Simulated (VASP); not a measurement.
# TiSi5 (P-6m2) in VASP: single point with PBE+D3(BJ)

Aim: the single point of TiSi5 with PBE+D3(BJ).

Everything below comes from runs of VASP 6.6.1. Logs are shortened: lines on timing, memory, paths and dates and some standing lists are left out, and cuts for length are marked.

### 1 The cell of the first run

Symmetry: P-6m2, No. 187, hexagonal system. Conventional cell: a = 4.481 Å, b = 4.481 Å, c = 5.172 Å, α = 90.00°, β = 90.00°, γ = 120.00°. Si (site symmetry 3m) has 11 Si at 2.58 to 2.89 Å and 3 Ti at 2.89 Å within 3.4 Å. Si (site symmetry -6m2) has 8 Si at 2.59 to 2.89 Å and 3 Ti at 2.59 Å within 3.4 Å. Within 3.4 Å of Si (site symmetry -6m2) lie 11 Si at 2.59 to 2.89 Å. Within 3.4 Å of Si (site symmetry -6m2) lie 2 Ti at 2.59 Å and 9 Si at 2.59 to 2.89 Å. Within 3.4 Å of Ti (site symmetry -6m2) lie 11 Si at 2.59 to 2.89 Å.

### 2 Single point, PBE+D3(BJ), collinear spin

File INCAR:

```
SYSTEM = TiSi5
  PREC = Accurate
  ENCUT = 500
  EDIFF = 1E-6
  ISMEAR = 0
  SIGMA = 0.1
  LREAL = .False.
  LASPH = .True.
  NELM = 200
  ALGO = Normal
  ISIF = 2
  LWAVE = .False.
  LCHARG = .False.
  ISPIN = 2
  MAGMOM = 0.2 0.2 0.2 0.2 0.2 0.2
  LORBIT = 11
  LMAXMIX = 4
  GGA = PE
  IVDW = 12
  NBANDS = 29
  GGA_COMPAT = .False.
```

File KPOINTS:

```
regular mesh
0
Gamma
  12 12 8
  0 0 0
```

File POSCAR:

```
TiSi5
1.0
    2.2405178627     -3.8806907735      0.0000000000
   -4.4810357254      0.0000000000      0.0000000000
    0.0000000000      0.0000000000     -5.1721549003
Si Ti
5 1
Direct
    0.0000000000      1.0000000000      0.5010464755
    0.0000000000      1.0000000000     -0.0010464755
    0.3333333333      0.6666666667      0.2500000000
    0.3333333333      0.6666666667      0.7500000000
    0.6666666667      0.3333333333      0.7500000000
    0.6666666667      0.3333333333      0.2500000000
```

Potentials or basis: VASP PAW PBE potentials, release 64 (Si, Ti_sv).

On the command line:

```sh
$ cat potpaw_PBE.64/Si/POTCAR potpaw_PBE.64/Ti_sv/POTCAR > POTCAR
$ mpirun -np 1 vasp_std > vasp.out
```

OUTCAR:

```text
SYSTEM = TiSi5
   PREC = Accurate
   ENCUT = 500
   EDIFF = 1E-6
   ISMEAR = 0
   LREAL = .False.
   LASPH = .True.
   NELM = 200
   ISIF = 2
   ISPIN = 2
   LORBIT = 11
   GGA = PE
   IVDW = 12
 IVDW          = 12

 ion  position               nearest neighbor table
   1  0.000  0.000  0.501-   2 2.58   2 2.60   5 2.89   4 2.89   4 2.89   5 2.89   5 2.89   4 2.89
                             6 2.89   3 2.89   6 2.89   3 2.89   3 2.89   6 2.89
   2  0.000  0.000  0.999-   1 2.58   1 2.60   4 2.89   5 2.89   4 2.89   5 2.89   5 2.89   4 2.89
                             3 2.89   6 2.89   6 2.89   3 2.89   3 2.89   6 2.89
   3  0.333  0.667  0.250-   4 2.59   4 2.59   6 2.59   6 2.59   6 2.59   1 2.89   2 2.89   2 2.89
                             1 2.89   2 2.89   1 2.89
   4  0.333  0.667  0.750-   3 2.59   3 2.59   5 2.59   5 2.59   5 2.59   1 2.89   2 2.89   2 2.89
                             1 2.89   2 2.89   1 2.89
   5  0.667  0.333  0.750-   6 2.59   6 2.59   4 2.59   4 2.59   4 2.59   1 2.89   2 2.89   1 2.89
                             2 2.89   1 2.89   2 2.89
   6  0.667  0.333  0.250-   5 2.59   5 2.59   3 2.59   3 2.59   3 2.59   1 2.89   2 2.89   1 2.89
                             2 2.89   1 2.89   2 2.89

  LATTYP: Found a hexagonal cell.
 ALAT       =     4.4810357254
 C/A-ratio  =     1.1542320163

  Lattice vectors:

 A1 = (   2.2405178627,  -3.8806907735,   0.0000000000)
 A2 = (  -4.4810357254,   0.0000000000,   0.0000000000)
 A3 = (   0.0000000000,   0.0000000000,  -5.1721549003)

Analysis of symmetry for initial positions (statically):
=====================================================================
 Subroutine PRICEL returns:
 Original cell was already a primitive cell.

 Routine SETGRP: Setting up the symmetry group for a
 hexagonal supercell.

 Subroutine GETGRP returns: Found 12 space group operations
 (whereof  6 operations were pure point group operations)
 out of a pool of 24 trial point group operations.

The static configuration has the point symmetry C_3v.
 The point group associated with its full space group is D_3h.

Analysis of symmetry for dynamics (positions and initial velocities):
=====================================================================
 Subroutine PRICEL returns:
 Original cell was already a primitive cell.

 Routine SETGRP: Setting up the symmetry group for a
 hexagonal supercell.

 Subroutine GETGRP returns: Found 12 space group operations
 (whereof  6 operations were pure point group operations)
 out of a pool of 24 trial point group operations.

The dynamic configuration has the point symmetry C_3v.
 The point group associated with its full space group is D_3h.

Analysis of structural, dynamic, and magnetic symmetry:
=====================================================================
 Subroutine PRICEL returns:
 Original cell was already a primitive cell.

 Routine SETGRP: Setting up the symmetry group for a
 hexagonal supercell.

 Subroutine GETGRP returns: Found 12 space group operations
 (whereof  6 operations were pure point group operations)
 out of a pool of 24 trial point group operations.

The overall configuration has the point symmetry C_3v.
 The point group associated with its full space group is D_3h.

 Subroutine INISYM returns: Found 12 space group operations
 (whereof  6 operations are pure point group operations),
 and found     1 'primitive' translations

----------------------------------------------------------------------------------------

                                     Primitive cell

  volume of cell :      89.9413

  direct lattice vectors                    reciprocal lattice vectors
     2.240517863 -3.880690774  0.000000000     0.000000000 -0.257686082  0.000000000
    -4.481035725  0.000000000  0.000000000    -0.223162693 -0.128843041  0.000000000
     0.000000000  0.000000000 -5.172154900     0.000000000  0.000000000 -0.193343011

  length of vectors
     4.481035725  4.481035725  5.172154900     0.257686082  0.257686082  0.193343011

  position of ions in fractional coordinates (direct lattice)
     0.000000000  0.000000000  0.501046475
     0.000000000  0.000000000  0.998953525
     0.333333333  0.666666667  0.250000000
     0.333333333  0.666666667  0.750000000
     0.666666667  0.333333333  0.750000000
     0.666666667  0.333333333  0.250000000

  ion indices of the primitive-cell ions
   primitive index   ion index
                 1           1
                 2           2
                 3           3
                 4           4
                 5           5
                 6           6

----------------------------------------------------------------------------------------

 KPOINTS: regular mesh

Automatic generation of k-mesh.
 Grid dimensions read from file:
 generate k-points for:   12   12    8

 Generating k-lattice:

  Cartesian coordinates                     Fractional coordinates (reciprocal lattice)
     0.000000000 -0.021473840  0.000000000     0.083333333  0.000000000  0.000000000
    -0.018596891 -0.010736920  0.000000000     0.000000000  0.083333333  0.000000000
     0.000000000  0.000000000 -0.024167876     0.000000000  0.000000000  0.125000000

  Length of vectors
     0.021473840  0.021473840  0.024167876

  Shift w.r.t. Gamma in fractional coordinates (k-lattice)
     0.000000000  0.000000000  0.000000000

 Subroutine IBZKPT returns following result:
 ===========================================

 Found     95 irreducible k-points:

 Following reciprocal coordinates:
            Coordinates               Weight
  0.000000  0.000000  0.000000      1.000000
  0.083333  0.000000  0.000000      6.000000
  0.166667  0.000000  0.000000      6.000000
  0.250000  0.000000  0.000000      6.000000
  0.333333  0.000000  0.000000      6.000000
  0.416667  0.000000  0.000000      6.000000
[... 16 lines left out ...]
  0.250000  0.000000  0.125000     12.000000
  0.333333  0.000000  0.125000     12.000000
 [... further k-points ...]
   k-points           NKPTS =     95   k-points in BZ     NKDIM =     95   number of bands    NBANDS=     29
   number of dos      NEDOS =    301   number of ions     NIONS =      6
   total plane-waves  NPLWV =  51840
   dimension x,y,z NGX =    36 NGY =   36 NGZ =   40
   dimension x,y,z NGXF=    72 NGYF=   72 NGZF=   80
   ions per type =               5   1
   NGX,Y,Z   is equivalent  to a cutoff of  13.36, 13.36, 12.86 a.u.
   NGXF,Y,Z  is equivalent  to a cutoff of  26.71, 26.71, 25.71 a.u.
 SYSTEM =  TiSi5
   PREC   = accura    normal or accurate (medium, high low for compatibility)
   ISTART =      0    job   : 0-new  1-cont  2-samecut
   ICHARG =      2    charge: 1-file 2-atom 10-const
   ISPIN  =      2    spin polarized calculation?
   LNONCOLLINEAR =      F non collinear calculations
   LSORBIT =      F    spin-orbit coupling
   LASPH  =      T    aspherical Exc in radial PAW
   ENCUT  =  500.0 eV  36.75 Ry    6.06 a.u.   8.17  8.17  9.43*2*pi/ulx,y,z
   NELM   =    200;   NELMIN=  2; NELMDL= -5     # of ELM steps
   EDIFF  = 0.1E-05   stopping-criterion for ELM
   LREAL  =      F    real-space projection
   EDIFFG = 0.1E-04   stopping-criterion for IOM
   NSW    =      0    number of steps for IOM
   IBRION =     -1    ionic relax: 0-MD 1-quasi-New 2-CG
   NFREE  =      0    steps in history (QN), initial steepest desc. (CG)
   ISIF   =      2    stress and relaxation
   ISYM   =      2    0-nonsym 1-usesym 2-fastsym
   POTIM  = 0.5000    time-step for ionic-motion
   TEBEG  =    0.0;   TEEND  =   0.0 temperature during run
   PSTRESS=    0.0 pullay stress
   NELECT =      32.0000    total number of electrons
   NUPDOWN=      -1.0000    fix difference up-down
   EMIN   =  10.00;   EMAX   =-10.00  energy-range for DOS
   EFERMI =   0.00;   METHOD = LEGACY
   ISMEAR =     0;   SIGMA  =   0.10  broadening in eV -4-tet -1-fermi 0-gaus
   EFERMI_NEDOS =   21; number of points for ismear=-14 and -15
   IALGO  =     38    algorithm
   IMIX   =      4    mixing-type and parameters
     AMIX     =   0.40;   BMIX     =  1.00
     AMIX_MAG =   1.60;   BMIX_MAG =  1.00
  volume/ion in A,a.u.               =      14.99       101.16
  Fermi-wavevector in a.u.,A,eV,Ry     =   1.160037  2.192152 18.309167  1.345686
  Thomas-Fermi vector in A             =   2.296624
   LORBIT       =     11    0 simple, 1 ext, 2 COOP (PROOUT), +10 PAW based schemes
   GGA     = PE    functional components
   LHFCALC =     F    Hartree Fock is set to
   AEXX    =    0.0000 exact exchange contribution
   IVDW    =    12    specifies the selected vdW correction
   LEPSILON=     F    determine dielectric tensor
   LRPA    =     F    only Hartree local field effects (RPA)
 spin polarized calculation
 Gauss-broadening in eV      SIGMA  =   0.10
  energy-cutoff  :      500.00
  volume of cell :       89.94
 maximum number of plane-waves:      2301
 NGX is ok and might be reduce to    36
   NGX = 17   NGY = 17   NGZ = 19

 number of electron      32.0000005 magnetization       0.0022552

 Free energy of the ion-electron system (eV)
  ---------------------------------------------------
  ext. energy  EPLUGINS =         0.00000000
  ---------------------------------------------------
  free energy    TOTEN  =       -33.19002748 eV

  energy without entropy =      -33.16224549  energy(sigma->0) =      -33.17613649

 E-fermi :   9.5414     XC(G=0): -11.2348

 val. band max:        9.5331776662   @ k =   0.3333   0.0000   0.3750
 cond. band min:       9.5418466949   @ k =   0.4167   0.1667   0.3750
 fundamental gap:      0.0086690286
 Fermi energy:         9.5414058217

 spin component 1

 k-point     1 :       0.0000    0.0000    0.0000
  band No.  band energies     occupation
      1     -47.0048      1.00000
      2     -23.3451      1.00000
      3     -23.2946      1.00000
      4     -23.2946      1.00000
      5      -3.7364      1.00000
      6       1.2096      1.00000
[... 20 lines left out ...]
     27      14.2727      0.00000
     28      16.0677      0.00000
[... 683 lines left out ...]
 k-point    24 :       0.3333    0.0000    0.1250
  band No.  band energies     occupation
      1     -47.0046      1.00000
      2     -23.3446      1.00000
      3     -23.3014      1.00000
      4     -23.2961      1.00000
      5      -2.6074      1.00000
      6       0.4450      1.00000
[... 20 lines left out ...]
     27      16.0264      0.00000
     28      16.1954      0.00000

 [... further k-points ...]

 spin component 2

 k-point     1 :       0.0000    0.0000    0.0000
  band No.  band energies     occupation
      1     -47.0036      1.00000
      2     -23.3443      1.00000
      3     -23.2932      1.00000
      4     -23.2932      1.00000
      5      -3.7362      1.00000
      6       1.2099      1.00000
[... 20 lines left out ...]
     27      14.2736      0.00000
     28      16.0682      0.00000
[... 683 lines left out ...]
 k-point    24 :       0.3333    0.0000    0.1250
  band No.  band energies     occupation
      1     -47.0034      1.00000
      2     -23.3439      1.00000
      3     -23.2999      1.00000
      4     -23.2947      1.00000
      5      -2.6072      1.00000
      6       0.4451      1.00000
[... 20 lines left out ...]
     27      16.0266      0.00000
     28      16.1958      0.00000

 [... further k-points ...]

 [bands above 28 left out]

------------------------ aborting loop because EDIFF is reached ----------------------------------------

 Edisp (eV)   -2.73424

 E8    (eV) :    -1.1546

  FORCE on cell =-STRESS in cart. coord.  units (eV):
  Direction    XX          YY          ZZ          XY          YZ          ZX
  --------------------------------------------------------------------------------------
  -------------------------------------------------------------------------------------
  Total      -2.81033    -2.81033    -2.82943     0.00000     0.00000     0.00000
  in kB     -50.06213   -50.06213   -50.40226     0.00000     0.00000     0.00000
  external pressure =      -50.18 kB  Pullay stress =        0.00 kB

 VOLUME and BASIS-vectors are now :
 -----------------------------------------------------------------------------
  energy-cutoff  :      500.00
  volume of cell :       89.94
      direct lattice vectors                 reciprocal lattice vectors
     2.240517863 -3.880690774  0.000000000     0.000000000 -0.257686082  0.000000000
    -4.481035725  0.000000000  0.000000000    -0.223162693 -0.128843041  0.000000000
     0.000000000  0.000000000 -5.172154900     0.000000000  0.000000000 -0.193343011

 POSITION                                       TOTAL-FORCE (eV/Angst)
 -----------------------------------------------------------------------------------
      0.00000      0.00000     -2.59149        -0.000000      0.000000     -0.005774
      0.00000      0.00000     -5.16674        -0.000000      0.000000      0.005774
     -2.24052     -1.29356     -1.29304        -0.000000      0.000000      0.000000
     -2.24052     -1.29356     -3.87912        -0.000000      0.000000      0.000000
      0.00000     -2.58713     -3.87912        -0.000000      0.000000     -0.000000
      0.00000     -2.58713     -1.29304         0.000000     -0.000000     -0.000000
 -----------------------------------------------------------------------------------
    total drift:                               -0.000001      0.000000     -0.000000

  FREE ENERGIE OF THE ION-ELECTRON SYSTEM (eV)
  ---------------------------------------------------
  free  energy   TOTEN  =       -35.9242643363 eV

  energy  without entropy=      -35.8964823515  energy(sigma->0) =      -35.91037334

 total charge

# of ion       s       p       d       tot
------------------------------------------
    1        0.824   0.710   0.000   1.533
    2        0.824   0.710   0.000   1.533
    3        0.810   0.822   0.000   1.632
    4        0.859   0.688   0.000   1.546
    5        0.829   0.767   0.000   1.595
    6        2.193   6.123   2.026  10.342
--------------------------------------------------
tot          6.338   9.818   2.026  18.182

 magnetization (x)

# of ion       s       p       d       tot
------------------------------------------
    1        0.000   0.000   0.000   0.000
    2        0.000   0.000   0.000   0.000
    3       -0.000   0.000   0.000   0.000
    4       -0.000   0.000   0.000   0.000
    5       -0.000  -0.000   0.000  -0.000
    6        0.000   0.000   0.001   0.001
--------------------------------------------------
tot          0.000   0.000   0.001   0.001
```

Wall time 6.9 min (1 thread of Intel Xeon Platinum 8559C (Emerald Rapids), shared host); peak memory 0.5 GiB.

Results:

- Free energy: -35.9243 eV
- Pressure: -5.0 GPa
- Largest force: 0.006 eV/Å
- Band gap on the k mesh: zero (filled and empty bands overlap)
- Net moment: 0.00 μB per cell
- Valence electrons inside the program's atomic spheres: Si 1.53, 1.63, 1.55, 1.59 (each value once); Ti 10.34
- Dispersion energy per atom: -0.456 eV

Forces on the atoms (eV/Å):
```
Si   0.000  0.000 -0.006
Si   0.000  0.000  0.006
Si   0.000  0.000  0.000
Si   0.000  0.000  0.000
Si   0.000  0.000  0.000
Ti   0.000  0.000  0.000
```

Levels at points of the mesh, in eV from the Fermi level:
Spin up:
| k point | band 12 | band 13 | band 14 | band 15 | band 16 | band 17 | band 18 | band 19 | band 20 | band 21 |
| --- | --- | --- | --- | --- | --- | --- | --- | --- | --- | --- |
| (0.00, 0.00, 0.00) | -3.15 | -3.15 | -0.43 | -0.43 | -0.36 | -0.36 | -0.23 | -0.09 | 1.55 | 1.55 |
| (0.50, 0.00, 0.00) | -4.34 | -1.53 | -1.10 | -0.86 | -0.61 | 0.01 | 1.68 | 2.08 | 2.61 | 3.21 |
| (0.00, 0.00, 0.50) | -3.30 | -3.30 | -3.12 | -2.88 | -2.88 | -0.65 | 0.29 | 0.29 | 1.39 | 1.92 |
| (0.50, 0.00, 0.50) | -3.50 | -0.94 | -0.60 | 0.08 | 0.49 | 1.22 | 1.57 | 1.78 | 2.03 | 3.26 |
Spin down:
| k point | band 14 | band 15 | band 16 | band 17 | band 18 | band 19 |
| --- | --- | --- | --- | --- | --- | --- |
| (0.00, 0.00, 0.00) | -0.43 | -0.43 | -0.35 | -0.35 | -0.23 | -0.09 |
| (0.50, 0.00, 0.00) | -1.10 | -0.86 | -0.61 | 0.01 | 1.68 | 2.08 |
| (0.00, 0.00, 0.50) | -3.12 | -2.88 | -2.88 | -0.65 | 0.29 | 0.29 |
| (0.50, 0.00, 0.50) | -0.60 | 0.08 | 0.49 | 1.22 | 1.57 | 1.78 |

Caveat: the cell stands under tension.
